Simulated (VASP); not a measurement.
# BN (R3m) in VASP: further runs, part 2 of 2

VASP 6.6.1. Earlier steps stand in the parts before.

## 4. Electric field gradients, LDA (equal xy, yz and zx shear strains of +1 %)

The input, INCAR:

```
  PREC = Accurate
  ENCUT = 520
  EDIFF = 1E-8
  ISMEAR = -1
  SIGMA = 0.02
  LREAL = False
  LASPH = True
  NELM = 60
  ALGO = Normal
  ISIF = 2
  LWAVE = False
  LCHARG = False
  GGA = CA
  LEFG = True
  NBANDS = 11
```

The input, KPOINTS:

```
regular mesh
0
Gamma
  11 11 11
```

The input, POSCAR:

```
BN
1.0
    0.0180750000      1.8165375000      1.8165375000
    1.8165375000      0.0180750000      1.8165375000
    1.8165375000      1.8165375000      0.0180750000
B N
1 1
Direct
    0.0000000000      0.0000000000      0.0000000000
    0.7500000000      0.7500000000      0.7500000000
```

Potentials or basis: VASP PAW LDA potentials, release 64 (B, N).

On the command line:

```
$ cat potpaw_LDA.64/B/POTCAR potpaw_LDA.64/N/POTCAR > POTCAR
$ mpirun -np 1 vasp_std > vasp.out
```

OUTCAR:

```text
PREC = Accurate
   ENCUT = 520
   EDIFF = 1E-8
   ISMEAR = -1
   LREAL = False
   LASPH = True
   NELM = 60
   ISIF = 2
   GGA = CA

 ion  position               nearest neighbor table
   1  0.000  0.000  0.000-   2 1.56   2 1.56   2 1.56   2 1.58
   2  0.750  0.750  0.750-   1 1.56   1 1.56   1 1.56   1 1.58

  LATTYP: Found a trigonal (rhomboedric) cell.
 ALAT       =     2.5690355551
 COS(alpha) =     0.5099250056

  Lattice vectors:

 A1 = (   0.0180750000,   1.8165375000,   1.8165375000)
 A2 = (   1.8165375000,   0.0180750000,   1.8165375000)
 A3 = (   1.8165375000,   1.8165375000,   0.0180750000)

Analysis of symmetry for initial positions (statically):
=====================================================================
 Subroutine PRICEL returns:
 Original cell was already a primitive cell.

 Routine SETGRP: Setting up the symmetry group for a
 trigonal (rhombohedral) supercell.

 Subroutine GETGRP returns: Found  6 space group operations
 (whereof  6 operations were pure point group operations)
 out of a pool of 12 trial point group operations.

The static configuration has the point symmetry C_3v.

Analysis of symmetry for dynamics (positions and initial velocities):
=====================================================================
 Subroutine PRICEL returns:
 Original cell was already a primitive cell.

 Routine SETGRP: Setting up the symmetry group for a
 trigonal (rhombohedral) supercell.

 Subroutine GETGRP returns: Found  6 space group operations
 (whereof  6 operations were pure point group operations)
 out of a pool of 12 trial point group operations.

The dynamic configuration has the point symmetry C_3v.

 Subroutine INISYM returns: Found  6 space group operations
[... 162 lines left out ...]
     10      35.1819      0.00000
     11      35.1819      0.00000
[... 309 lines left out ...]
 k-point    24 :      -0.1818    0.1818    0.0000
  band No.  band energies     occupation
      1     -10.5850      2.00000
      2       1.8786      2.00000
      3       3.6463      2.00000
      4       6.3232      2.00000
      5      17.5605      0.00000
      6      18.0096      0.00000
      7      18.3333      0.00000
      8      20.8837      0.00000
      9      28.3598      0.00000
     10      29.4355      0.00000
     11      34.0939      0.00000

 [... further k-points ...]
[... 5 lines left out ...]
  --------------------------------------------------------------------------------------
  -------------------------------------------------------------------------------------
  Total       -0.7340047     -0.7340047     -0.7340047     -0.3265451     -0.3265451     -0.3265451
  in kB      -99.5811147    -99.5811147    -99.5811147    -44.3017865    -44.3017865    -44.3017865
  external PRESSURE =     -99.5811147 kB  Pullay stress =       0.0000000 kB

 VOLUME and BASIS-vectors are now :
 -----------------------------------------------------------------------------
  energy-cutoff  :      520.00
  volume of cell :       11.81
      direct lattice vectors                 reciprocal lattice vectors
     0.018075000  1.816537500  1.816537500    -0.279391562  0.276638936  0.276638936
     1.816537500  0.018075000  1.816537500     0.276638936 -0.279391562  0.276638936
     1.816537500  1.816537500  0.018075000     0.276638936  0.276638936 -0.279391562

 POSITION                                       TOTAL-FORCE (eV/Angst)
 -----------------------------------------------------------------------------------
      0.00000      0.00000      0.00000        -0.008818     -0.008818     -0.008818
      2.73836      2.73836      2.73836         0.008818      0.008818      0.008818
 -----------------------------------------------------------------------------------
    total drift:                                0.000009      0.000009      0.000009

  FREE ENERGIE OF THE ION-ELECTRON SYSTEM (eV)
  ---------------------------------------------------
  free  energy   TOTEN  =       -19.3997043482 eV

  energy  without entropy=      -19.3997043482  energy(sigma->0) =      -19.39970435

 Electric field gradients (V/A^2)
---------------------------------------------------------------------
 ion       V_xx      V_yy      V_zz      V_xy      V_xz      V_yz
---------------------------------------------------------------------
   1      -0.000     0.000     0.000     0.623     0.623     0.623
   2      -0.000    -0.000     0.000     1.645     1.645     1.645
---------------------------------------------------------------------

 Electric field gradients after diagonalization (V/A^2)
 (convention: |V_zz| > |V_xx| > |V_yy|)
----------------------------------------------------------------------
 ion       V_xx      V_yy      V_zz     asymmetry (V_yy - V_xx)/ V_zz
----------------------------------------------------------------------
   1      -0.623    -0.623     1.246       0.000
   2      -1.645    -1.645     3.289       0.000
----------------------------------------------------------------------

           NMR quadrupolar parameters

 Cq : quadrupolar parameter    Cq=e*Q*V_zz/h
 eta: asymmetry parameters     (V_yy - V_xx)/ V_zz
 Q  : nuclear electric quadrupole moment in mb (millibarn)
----------------------------------------------------------------------
 ion       Cq(MHz)       eta       Q (mb)
----------------------------------------------------------------------
   1       0.003       0.000       1.000
   2       0.008       0.000       1.000
----------------------------------------------------------------------
```

OSZICAR:

```text
N       E                     dE             d eps       ncg     rms          rms(c)
DAV:   1     0.737054529433E+01    0.73705E+01   -0.50662E+03  3324   0.720E+02
DAV:   2    -0.200912854306E+02   -0.27462E+02   -0.26521E+02  3856   0.151E+02
DAV:   3    -0.205312250798E+02   -0.43994E+00   -0.43919E+00  3770   0.160E+01
DAV:   4    -0.205316631106E+02   -0.43803E-03   -0.43802E-03  3398   0.636E-01
DAV:   5    -0.205316635331E+02   -0.42243E-06   -0.42237E-06  3689   0.184E-02    0.651E+00
DAV:   6    -0.195399593109E+02    0.99170E+00   -0.32622E+00  3215   0.102E+01    0.308E+00
DAV:   7    -0.194315903087E+02    0.10837E+00   -0.81478E-02  3695   0.234E+00    0.177E+00
DAV:   8    -0.193998769923E+02    0.31713E-01   -0.44583E-02  3551   0.144E+00    0.176E-01
DAV:   9    -0.193997205632E+02    0.15643E-03   -0.93501E-04  3524   0.263E-01    0.827E-02
DAV:  10    -0.193997039098E+02    0.16653E-04   -0.48142E-05  3626   0.638E-02    0.146E-02
DAV:  11    -0.193997043722E+02   -0.46241E-06   -0.11493E-06  3539   0.768E-03    0.643E-03
DAV:  12    -0.193997043479E+02    0.24326E-07   -0.33605E-07  3518   0.336E-03    0.278E-04
DAV:  13    -0.193997043482E+02   -0.31730E-09   -0.60505E-09  1837   0.703E-04
   1 F= -.19399704E+02 E0= -.19399704E+02  d E =-.606503E-14
```

stdout:

```text
POSCAR found type information on POSCAR B N
 POSCAR found :  2 types and       2 ions
 scaLAPACK will be used
 LDA part: xc-table for (Slater(with rela. corr.)+CA(PZ))
 , standard interpolation
 POSCAR, INCAR and KPOINTS ok, starting setup
 FFT: planning ... GRIDC
 FFT: planning ... GRID_SOFT
 FFT: planning ... GRID
 WAVECAR not read
 entering main loop
ion   1

ion   2
```

It took 6.9 s on 1 thread of Intel Xeon 6975P-C (Granite Rapids), shared host; peak memory 0.12 GiB.

What came out:

- Free energy: -19.3997 eV
- Pressure: -10.0 GPa
- Largest force: 0.015 eV/Å
- Band gap on the k mesh: 4.42 eV, indirect (least direct gap 8.34 eV)

Forces in eV/Å, atoms in the order of the input:
```
B   -0.009 -0.009 -0.009
N    0.009  0.009  0.009
```

Electric field gradients, principal values (V/Å²):
```
atom   least  middle  greatest (by size)
 1 B  -0.623  -0.623               1.246
 2 N  -1.645  -1.645               3.289
```

Caveat: the cell differs from its parent crystal (equal xy, yz and zx shear strains of +1 %); without QUAD_EFG the Cq values of the log hold for a quadrupole moment of 1 mb, not for the nuclei.

## 5. Electric field gradients, LDA (equal xy, yz and zx shear strains of +1 %)

The input, INCAR:

```
SYSTEM = BN
ALGO = Normal ; EDIFF = 1E-8
ENCUT = 520 ; GGA = CA
ISIF = 2 ; ISMEAR = -1
LASPH = .True. ; LCHARG = .False.
LEFG = .True. ; LREAL = .False.
LWAVE = .False. ; NBANDS = 11
NELM = 60 ; PREC = Accurate
SIGMA = 0.02
```

The input, KPOINTS:

```
k-points
0
Gamma
  11 11 11
  0 0 0
```

POSCAR is that of step 4.

Potentials or basis: VASP PAW LDA potentials, release 64 (B, N).

On the command line:

```
$ cat potpaw_LDA.64/B/POTCAR potpaw_LDA.64/N/POTCAR > POTCAR
$ mpirun -np 1 vasp_std > vasp.out
```

OUTCAR:

```text
SYSTEM = BN
   EDIFF = 1E-8
   ENCUT = 520
   GGA = CA
   ISIF = 2
   ISMEAR = -1
   LASPH = .True.
   LREAL = .False.
   NELM = 60
   PREC = Accurate

 ion  position               nearest neighbor table
   1  0.000  0.000  0.000-   2 1.56   2 1.56   2 1.56   2 1.58
   2  0.750  0.750  0.750-   1 1.56   1 1.56   1 1.56   1 1.58

  LATTYP: Found a trigonal (rhomboedric) cell.
 ALAT       =     2.5690355551
 COS(alpha) =     0.5099250056

  Lattice vectors:

 A1 = (   0.0180750000,   1.8165375000,   1.8165375000)
 A2 = (   1.8165375000,   0.0180750000,   1.8165375000)
 A3 = (   1.8165375000,   1.8165375000,   0.0180750000)

Analysis of symmetry for initial positions (statically):
=====================================================================
 Subroutine PRICEL returns:
 Original cell was already a primitive cell.

 Routine SETGRP: Setting up the symmetry group for a
 trigonal (rhombohedral) supercell.

 Subroutine GETGRP returns: Found  6 space group operations
 (whereof  6 operations were pure point group operations)
 out of a pool of 12 trial point group operations.

The static configuration has the point symmetry C_3v.

Analysis of symmetry for dynamics (positions and initial velocities):
=====================================================================
 Subroutine PRICEL returns:
 Original cell was already a primitive cell.

 Routine SETGRP: Setting up the symmetry group for a
 trigonal (rhombohedral) supercell.

 Subroutine GETGRP returns: Found  6 space group operations
 (whereof  6 operations were pure point group operations)
 out of a pool of 12 trial point group operations.

[... 478 lines left out ...]
      1     -10.5850      2.00000
      2       1.8786      2.00000
      3       3.6463      2.00000
      4       6.3232      2.00000
      5      17.5605      0.00000
      6      18.0096      0.00000
      7      18.3333      0.00000
      8      20.8837      0.00000
      9      28.3598      0.00000
     10      29.4355      0.00000
     11      34.0939      0.00000

 [... further k-points ...]

------------------------ aborting loop because EDIFF is reached ----------------------------------------

  FORCE on cell =-STRESS in cart. coord.  units (eV):
  Direction    XX          YY          ZZ          XY          YZ          ZX
  --------------------------------------------------------------------------------------
  -------------------------------------------------------------------------------------
  Total       -0.7340047     -0.7340047     -0.7340047     -0.3265451     -0.3265451     -0.3265451
  in kB      -99.5811147    -99.5811147    -99.5811147    -44.3017865    -44.3017865    -44.3017865
  external PRESSURE =     -99.5811147 kB  Pullay stress =       0.0000000 kB

 VOLUME and BASIS-vectors are now :
 -----------------------------------------------------------------------------
  energy-cutoff  :      520.00
  volume of cell :       11.81
      direct lattice vectors                 reciprocal lattice vectors
     0.018075000  1.816537500  1.816537500    -0.279391562  0.276638936  0.276638936
     1.816537500  0.018075000  1.816537500     0.276638936 -0.279391562  0.276638936
     1.816537500  1.816537500  0.018075000     0.276638936  0.276638936 -0.279391562

 POSITION                                       TOTAL-FORCE (eV/Angst)
 -----------------------------------------------------------------------------------
      0.00000      0.00000      0.00000        -0.008818     -0.008818     -0.008818
      2.73836      2.73836      2.73836         0.008818      0.008818      0.008818
 -----------------------------------------------------------------------------------
    total drift:                                0.000009      0.000009      0.000009

  FREE ENERGIE OF THE ION-ELECTRON SYSTEM (eV)
  ---------------------------------------------------
  free  energy   TOTEN  =       -19.3997043482 eV

  energy  without entropy=      -19.3997043482  energy(sigma->0) =      -19.39970435

 Electric field gradients (V/A^2)
---------------------------------------------------------------------
 ion       V_xx      V_yy      V_zz      V_xy      V_xz      V_yz
---------------------------------------------------------------------
   1      -0.000     0.000     0.000     0.623     0.623     0.623
   2      -0.000    -0.000     0.000     1.645     1.645     1.645
---------------------------------------------------------------------

 Electric field gradients after diagonalization (V/A^2)
 (convention: |V_zz| > |V_xx| > |V_yy|)
----------------------------------------------------------------------
 ion       V_xx      V_yy      V_zz     asymmetry (V_yy - V_xx)/ V_zz
----------------------------------------------------------------------
   1      -0.623    -0.623     1.246       0.000
   2      -1.645    -1.645     3.289       0.000
----------------------------------------------------------------------

           NMR quadrupolar parameters

 Cq : quadrupolar parameter    Cq=e*Q*V_zz/h
 eta: asymmetry parameters     (V_yy - V_xx)/ V_zz
 Q  : nuclear electric quadrupole moment in mb (millibarn)
----------------------------------------------------------------------
 ion       Cq(MHz)       eta       Q (mb)
----------------------------------------------------------------------
   1       0.003       0.000       1.000
   2       0.008       0.000       1.000
----------------------------------------------------------------------
```

OSZICAR:

```text
N       E                     dE             d eps       ncg     rms          rms(c)
DAV:   1     0.737054529433E+01    0.73705E+01   -0.50662E+03  3324   0.720E+02
DAV:   2    -0.200912854306E+02   -0.27462E+02   -0.26521E+02  3856   0.151E+02
DAV:   3    -0.205312250798E+02   -0.43994E+00   -0.43919E+00  3770   0.160E+01
DAV:   4    -0.205316631106E+02   -0.43803E-03   -0.43802E-03  3398   0.636E-01
DAV:   5    -0.205316635331E+02   -0.42243E-06   -0.42237E-06  3689   0.184E-02    0.651E+00
DAV:   6    -0.195399593109E+02    0.99170E+00   -0.32622E+00  3215   0.102E+01    0.308E+00
DAV:   7    -0.194315903087E+02    0.10837E+00   -0.81478E-02  3695   0.234E+00    0.177E+00
DAV:   8    -0.193998769923E+02    0.31713E-01   -0.44583E-02  3551   0.144E+00    0.176E-01
DAV:   9    -0.193997205632E+02    0.15643E-03   -0.93501E-04  3524   0.263E-01    0.827E-02
DAV:  10    -0.193997039098E+02    0.16653E-04   -0.48142E-05  3626   0.638E-02    0.146E-02
DAV:  11    -0.193997043722E+02   -0.46241E-06   -0.11493E-06  3539   0.768E-03    0.643E-03
DAV:  12    -0.193997043479E+02    0.24326E-07   -0.33605E-07  3518   0.336E-03    0.278E-04
DAV:  13    -0.193997043482E+02   -0.31730E-09   -0.60505E-09  1837   0.703E-04
   1 F= -.19399704E+02 E0= -.19399704E+02  d E =-.606503E-14
```

Wall time 6.9 s (1 thread of Intel Xeon 6975P-C (Granite Rapids), shared host); peak memory 0.12 GiB.

Results:

```yaml
Free_energy: -19.3997 eV
Pressure: -10.0 GPa
Largest_force: 0.015 eV/Å
Band_gap_on_the_k_mesh: 4.42 eV, indirect (least direct gap 8.34 eV)
```

Forces in eV/Å, atoms in the order of the input:
```
B   -0.009 -0.009 -0.009
N    0.009  0.009  0.009
```

Stress tensor (GPa, compression positive):
```
-9.96 -4.43 -4.43
-4.43 -9.96 -4.43
-4.43 -4.43 -9.96
```

Electric field gradients, principal values (V/Å²):
```tsv
atom	least	middle	greatest (by size)
1 B	-0.623	-0.623	1.246
2 N	-1.645	-1.645	3.289
```

Caveat: the cell differs from its parent crystal (equal xy, yz and zx shear strains of +1 %); without QUAD_EFG the Cq values of the log hold for a quadrupole moment of 1 mb, not for the nuclei. A k mesh can miss the band edges.
